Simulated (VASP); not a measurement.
Si2Se, 6 atoms in the cell. Symmetry: P6_3/mmc, No. 194, hexagonal system. The conventional cell has a = 4.886 Å, b = 4.886 Å, c = 5.224 Å, α = 90.00°, β = 90.00°, γ = 120.00°. Within 3.4 Å of Si (site symmetry -3m) lie 8 Si at 2.61 to 3.11 Å and 6 Se at 3.11 Å. Within 3.4 Å of Si (site symmetry -6m2) lie 5 Se at 2.61 to 2.82 Å and 6 Si at 3.11 Å. Se (site symmetry -6m2) has 11 Si at 2.61 to 3.11 Å within 3.4 Å. The cell was built from a structure type or drawn by symmetry, and may not be a known phase.

* Program: VASP 6.6.1
* Task: relaxation of cell and atoms
* Functional: PBE
* Potentials or basis: VASP PAW PBE potentials, release 64 (Si, Se)
* Cutoff: 600 eV
* k mesh: 12 × 12 × 8
* Occupations: gaussian, width 0.1 eV
* Spin: no spin polarisation
* Dipole correction: no
* Further INCAR settings: ALGO = Normal; EDIFF = 1e-06; IBRION = 2; EDIFFG = -0.01; NSW = 100; ISIF = 3

Potentials or basis: VASP PAW PBE potentials, release 64 (Si, Se).

Command:

```console
$ cat potpaw_PBE.64/Si/POTCAR potpaw_PBE.64/Se/POTCAR > POTCAR
$ mpirun -np 1 vasp_std > vasp.out
```

Hardware: 1 thread of AMD EPYC 9R45 96-Core Processor (Zen 5), on a shared host.

Question: How long does it take, and how much memory?

Answer: Wall time 3.6 min on 1 thread of AMD EPYC 9R45 96-Core Processor (Zen 5), with other jobs on the host, peak memory 0.36 GiB. Counts: scf iterations 22, k points 95, ion steps 3.
